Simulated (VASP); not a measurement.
Input of a VASP 6.6.1 run:

Contents of INCAR:

```
ALGO = Normal
EDIFF = 1E-6
ENCUT = 520
GGA = PE
ISIF = 2
ISMEAR = -1
LASPH = T
LCHARG = T
LELF = T
LREAL = F
LVHAR = T
LWAVE = F
NBANDS = 17
NELM = 60
PREC = Accurate
SIGMA = 0.05
```

KPOINTS

```
k-points
0
Gamma
  12 12 12
```

POSCAR

```
Ca
1.0
   -2.9572550582      2.9572550582      1.5995503674
    2.9572550582     -2.9572550582      1.5995503674
    2.9572550582      2.9572550582     -1.5995503674
Ca
2
Direct
   -0.3750000000     -0.1250000000     -0.2500000000
    0.3750000000      0.1250000000      0.2500000000
```

Potentials or basis: VASP PAW PBE potentials, release 64 (Ca_sv).

The run is started by

```console
$ cat potpaw_PBE.64/Ca_sv/POTCAR > POTCAR
$ mpirun -np 1 vasp_std > vasp.out
```

(1) Predict the band gap on the k mesh.

(2) Predict the pressure.

Answers

(1) zero (band 10 reaches 4.01 eV, above the bottom of band 11 at 3.49 eV).

(2) 10.5 GPa.
